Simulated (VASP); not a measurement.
Wanted: the native input for a VASP 6.6.1 run.

```yaml
Task: single point
Functional: PBE
Potentials_or_basis: VASP PAW PBE potentials, release 64 (Ga_d, N)
Cutoff: 520 eV
k_mesh: 10 × 10 × 10
Occupations: gaussian, width 0.05 eV
Spin: no spin polarisation
Dipole_correction: no
Further_INCAR_settings: ALGO = Normal; EDIFF = 1e-07; NBANDS = 16
```

The structure of GaN lies in POSCAR:

```
GaN
1.0
    0.0000000000      2.3098381227      2.1971630923
    2.3098381227      0.0000000000      2.1971630923
    2.3098381227      2.3098381227      0.0000000000
Ga N
1 1
Direct
    0.0000000000      0.0000000000      0.0000000000
    0.7500000000      0.7500000000      0.7500000000
```

This cell differs from its parent crystal: strain +0.025 along x and y, -0.025 along z.

These files were run (other wordings do the same):

INCAR

```
PREC = Accurate
ENCUT = 520
EDIFF = 1E-7
ISMEAR = 0
SIGMA = 0.05
LREAL = F
LASPH = T
NELM = 60
ALGO = Normal
ISIF = 2
LWAVE = F
LCHARG = F
GGA = PE
NBANDS = 16
```

KPOINTS

```
Automatic mesh
0
Gamma
  10 10 10
```

Potentials or basis: VASP PAW PBE potentials, release 64 (Ga_d, N).

The run is started by

```bash
$ cat potpaw_PBE.64/Ga_d/POTCAR potpaw_PBE.64/N/POTCAR > POTCAR
$ mpirun -np 1 vasp_std > vasp.out
```

It gave:

| Quantity | Value |
| --- | --- |
| Pressure | 0.5 GPa |
| Band gap on the k mesh | 1.42 eV, direct |

Caveat: the cell differs from its parent crystal (strain +0.025 along x and y, -0.025 along z).

Wall time 25 s on 1 thread of Intel Xeon 6975P-C, on a shared host, peak memory 0.16 GiB.
